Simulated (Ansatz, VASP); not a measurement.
GaN: VASP beside Ansatz

Contents of INCAR:

```
ALGO = Normal
EDIFF = 1E-7
EDIFFG = -0.03
ENCUT = 520
GGA = PE
IBRION = 2
ISIF = 2
ISMEAR = -1
LASPH = T
LCHARG = F
LREAL = Auto
LWAVE = F
NELM = 100
NSW = 100
PREC = Accurate
SIGMA = 0.01
```

KPOINTS

```
k-points
0
Gamma
  2 2 3
```

Contents of POSCAR:

```
GaN
1.0
    6.4372426900      0.0000000000      0.0000000000
   -3.2186213450      5.5748157000      0.0000000000
    0.0000000000      0.0000000000      5.2435339933
Ga N
8 8
Direct
    0.3333333350      0.1666666650      0.4991368700
    0.1666666650      0.3333333350      0.9991368700
    0.3333333350      0.6666666650      0.4991368700
    0.1666666650      0.8333333350      0.9991368700
    0.8333333350      0.1666666650      0.4991368700
    0.6666666650      0.3333333350      0.9991368700
    0.8333333350      0.6666666650      0.4991368700
    0.6666666650      0.8333333350      0.9991368700
    0.3333333350      0.1666666650      0.8758631300
    0.1666666650      0.3333333350      0.3758631300
    0.3333333350      0.6666666650      0.8758631300
    0.1666666650      0.8333333350      0.3758631300
    0.8333333350      0.1666666650      0.8758631300
    0.6666666650      0.3333333350      0.3758631300
    0.8333333350      0.6666666650      0.8758631300
    0.6666666650      0.8333333350      0.3758631300
```

Input for Ansatz:

```yaml
crystal:
  lattice:
    - [6.43724269, 0.0, 0.0]
    - [-3.218621345, 5.5748157, 0.0]
    - [0.0, 0.0, 5.243533993333]
  atoms:
    - { symbol: Ga, position: [0.333333335, 0.166666665, 0.49913687] }
    - { symbol: Ga, position: [0.166666665, 0.333333335, 0.99913687] }
    - { symbol: "N", position: [0.333333335, 0.166666665, 0.87586313] }
    - { symbol: "N", position: [0.166666665, 0.333333335, 0.37586313] }
    - { symbol: Ga, position: [0.333333335, 0.666666665, 0.49913687] }
    - { symbol: Ga, position: [0.166666665, 0.833333335, 0.99913687] }
    - { symbol: "N", position: [0.333333335, 0.666666665, 0.87586313] }
    - { symbol: "N", position: [0.166666665, 0.833333335, 0.37586313] }
    - { symbol: Ga, position: [0.833333335, 0.166666665, 0.49913687] }
    - { symbol: Ga, position: [0.666666665, 0.333333335, 0.99913687] }
    - { symbol: "N", position: [0.833333335, 0.166666665, 0.87586313] }
    - { symbol: "N", position: [0.666666665, 0.333333335, 0.37586313] }
    - { symbol: Ga, position: [0.833333335, 0.666666665, 0.49913687] }
    - { symbol: Ga, position: [0.666666665, 0.833333335, 0.99913687] }
    - { symbol: "N", position: [0.833333335, 0.666666665, 0.87586313] }
    - { symbol: "N", position: [0.666666665, 0.833333335, 0.37586313] }
basis:
  ecutwfc: 420.0
  ecutrho_ratio: 4
  xc_grid: 2
  fft_grid_basis: typed
  precision: f64
kpoints:
  mp_grid: { grid: [2, 2, 3] }
hamiltonian:
  pseudopotentials: { kind: paw, azcp: { folder: soft_1 } }
scf:
  max_iter: 60
  self_checks: high
  occupations: { method: fermi_dirac, width: 0.01 }
relax:
  f_tol: 0.03
  max_steps: 80
output:
  forces: true
checkpoint:
  write: "../host.relax.run"
  compress: false
  write_wavefunctions: true
  write_every: 100000
```

Alike in both runs: task relaxation of the atoms; functional PBE; k mesh 2 × 2 × 3; occupations fermi-dirac, width 0.01 eV; no spin polarisation.

|  | VASP | Ansatz |
| --- | --- | --- |
| version | VASP 6.6.1 | Ansatz 0.2.0 |
| potentials or method | VASP PAW PBE potentials, release 64 (Ga_d, N), cutoff 520 eV | plane-wave PAW DFT |
| valence electrons in the cell | 144 | 144 |

|  | VASP | Ansatz | Ansatz less VASP |
| --- | --- | --- | --- |
| gap on the k mesh at the Fermi level, each at its own relaxed structure (eV) | 1.70 | 1.70 | -0.004 |

The k mesh is coarse, so the values compare programs but aren't converged. Noted on VASP's run: the relaxation stopped at its first step, so nothing moved.
